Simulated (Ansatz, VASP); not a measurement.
**Two plane-wave programs on Si**

```
Si
1.0
    -3.33154    3.33154    3.49612
     3.33154   -3.33154    3.49612
     3.33154    3.33154   -3.49612
Si
8
Direct
  0.20479 0.20479 0.20479
  0.50000 0.00000 0.29521
  0.29521 0.50000 0.00000
  0.00000 0.29521 0.50000
  0.79521 0.79521 0.79521
  0.50000 0.00000 0.70479
  0.70479 0.50000 0.00000
  0.00000 0.70479 0.50000
```

Alike in both runs: task single point; functional PBEsol; k mesh 10 × 10 × 10; occupations gaussian, width 0.15 eV; no spin polarisation.

|  | VASP | Ansatz |
| --- | --- | --- |
| version | VASP 6.6.1 | Ansatz 0.2.0 |
| potentials or method | VASP PAW PBE potentials, release 64 (Si), cutoff 520 eV | scalar-relativistic, plane waves, PAW |
| valence electrons in the cell | 32 | 32 |

VASP gave:

* gap on the k mesh at the Fermi level (eV): none
* pressure (GPa): -6.4
* traceless stress, the component that is largest in VASP (GPa): -4.24
* rms of the force components (eV/Å): 0.207

Estimate Ansatz's values.

gap on the k mesh at the Fermi level (eV): none; pressure (GPa): -6.5; traceless stress, the component that is largest in VASP (GPa): -4.23; rms of the force components (eV/Å): 0.211.

VASP's potentials were made for PBE, not for PBEsol, and Ansatz warns of the same on its side. Atom by atom the forces differ by 0.006 eV/Å (rms over components). A gap of «none» marks a metal or a gap that the smearing closes. The functional is the same, so the differences come from potentials, cutoffs and numerics.
